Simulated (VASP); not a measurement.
**Au: single point with PBEsol**

The system is Au.

```
CELL_PARAMETERS angstrom
2.90000 0.00000 0.00000
-1.45000 2.51147 0.00000
0.00000 0.00000 4.88000
ATOMIC_POSITIONS crystal
Au 0.34534 0.84584 0.75000
Au 0.66667 0.33333 0.25000
```

This cell differs from its parent crystal: atom 1 (Au) moved by (-0.225, +0.450) A along x and y.

```json
{
  "Program": "VASP 6.6.1",
  "Task": "single point",
  "Functional": "PBEsol",
  "Potentials or basis": "VASP PAW PBE potentials, release 64 (Au)",
  "Cutoff": "520 eV",
  "k mesh": "18 × 18 × 10",
  "Occupations": "gaussian, width 0.15 eV",
  "Spin": "no spin polarisation"
}
```

The pressure is -4.6 GPa, the largest force is 0.385 eV/Å and the band gap on the k mesh is zero (band 11 reaches 12.06 eV, above the bottom of band 12 at 6.05 eV).

Forces on the atoms (eV/Å):
```
Au  -0.101 -0.371  0.000
Au   0.101  0.371  0.000
```

Stress tensor (GPa, compression positive):
```
-7.06  0.42  0.00
 0.42 -5.74  0.00
 0.00  0.00 -0.90
```

Levels at points of the mesh, in eV from the Fermi level:
```tsv
k point	band 9	band 10	band 11	band 12	band 13	band 14
(0.00, 0.00, 0.00)	-2.92	-2.56	-1.78	-0.98	2.66	14.51
(0.50, 0.00, 0.00)	-1.75	-1.69	0.32	1.56	5.44	7.01
(0.00, 0.50, 0.00)	-1.88	-1.59	0.85	1.12	6.04	6.66
(0.50, 0.50, 0.00)	-1.78	-1.66	-0.41	1.93	4.89	5.30
(0.00, 0.00, 0.50)	-2.65	-2.65	-2.52	-2.52	10.26	10.26
(0.50, 0.00, 0.50)	-1.72	-1.72	0.59	0.59	3.73	3.73
(0.00, 0.50, 0.50)	-1.59	-1.59	0.01	0.01	4.03	4.03
(0.50, 0.50, 0.50)	-1.72	-1.72	1.41	1.41	3.09	3.09
```

Run time: 4.8 min on 1 thread of AMD EPYC 9R45 96-Core Processor (Zen 5), with other jobs on the host, peak memory 0.55 GiB.

Caveat: the cell differs from its parent crystal (atom 1 (Au) moved by (-0.225, +0.450) A along x and y); the PAW data sets were made with another functional, which shifts forces and pressure a little; spin-orbit coupling is left out, which moves the levels of the heavy elements.
